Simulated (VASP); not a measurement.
**Rb2TcF6: single point with LDA+U**

The system is Rb2TcF6.

```
Rb Tc F
1.0
     5.94900    0.00000    0.00000
    -2.97450    5.15199    0.00000
     0.00000    0.00000    4.75900
Rb Tc F
2 1 6
Direct
  0.33333 0.66667 0.30030
  0.66667 0.33333 0.69970
  0.00000 0.00000 0.00000
  0.31370 0.15685 0.22290
  0.84315 0.15685 0.22290
  0.84315 0.68630 0.22290
  0.15685 0.31370 0.77710
  0.15685 0.84315 0.77710
  0.68630 0.84315 0.77710
```

- Program: VASP 6.6.1
- Task: single point
- Functional: LDA
- Potentials or basis: VASP PAW LDA potentials, release 64 (Rb_sv, Tc_pv, F)
- Cutoff: 520 eV
- k mesh: 4 × 4 × 4
- Occupations: gaussian, width 0.05 eV
- Spin: collinear spin, ferromagnetic start
- Starting moments: [0.0, 0.0, 3.0, 0.0, 0.0, 0.0, 0.0, 0.0, 0.0] μB
- Hubbard terms: Tc d U = 8.0 eV

| Quantity | Value |
| --- | --- |
| Pressure | -0.9 GPa |
| Largest force | 0.370 eV/Å |
| Band gap on the k mesh | 5.52 eV, indirect (least direct gap 5.54 eV) |
| Net moment | 3.00 μB per cell |
| Site moments | Rb -0.00; Tc +2.81; F +0.03 μB |
| Valence electrons inside the program's atomic spheres | Rb 7.29; Tc 11.69; F 6.07 |

Forces on the atoms (eV/Å):
```
Rb   0.000  0.000  0.006
Rb   0.000  0.000 -0.006
Tc   0.000  0.000  0.000
F    0.267  0.154  0.204
F   -0.267  0.154  0.204
F    0.000 -0.309  0.204
F    0.000  0.309 -0.204
F    0.267 -0.154 -0.204
F   -0.267 -0.154 -0.204
```

Stress tensor (GPa, compression positive):
```
-0.81  0.00  0.00
 0.00 -0.81  0.00
 0.00  0.00 -1.17
```

Levels at points of the mesh, in eV from the valence-band top:
Spin up:
```csv
k point,band 36,band 37,band 38,band 39,band 40,band 41
"(0.00, 0.00, 0.00)",-0.50,-0.17,-0.17,5.87,5.87,6.37
"(0.50, 0.00, 0.00)",-0.48,-0.21,-0.04,5.52,5.88,8.40
"(0.00, 0.00, 0.50)",-0.34,-0.34,-0.19,5.77,5.77,8.68
"(0.50, 0.00, 0.50)",-0.49,-0.19,0.00,5.54,5.80,9.11
```
Spin down:
```csv
k point,band 31,band 32,band 33,band 34,band 35,band 36,band 37,band 38,band 39,band 40
"(0.00, 0.00, 0.00)",-1.41,-1.18,-1.02,-1.02,-0.98,5.52,5.52,5.54,6.50,7.23
"(0.50, 0.00, 0.00)",-1.49,-1.23,-1.19,-1.16,-1.03,5.55,5.65,5.68,6.80,7.24
"(0.00, 0.00, 0.50)",-1.30,-1.30,-1.13,-1.00,-1.00,5.57,5.57,5.63,7.07,7.07
"(0.50, 0.00, 0.50)",-1.36,-1.30,-1.22,-1.17,-1.00,5.54,5.63,5.73,6.84,7.14
```

Eigenvalues of the final occupation matrices:
```tsv
site	spin	trace	eigenvalues
site 3 d	1	3.76	0.40 0.40 0.99 0.99 0.99
site 3 d	2	0.97	0.10 0.11 0.11 0.33 0.33
```

It took 3.8 min on 1 thread of Intel(R) Xeon(R) Platinum 8488C (Sapphire Rapids), on a shared host, peak memory 0.32 GiB.

A k mesh can miss the band edges. The state reached can hang on the start; a lower one may exist.
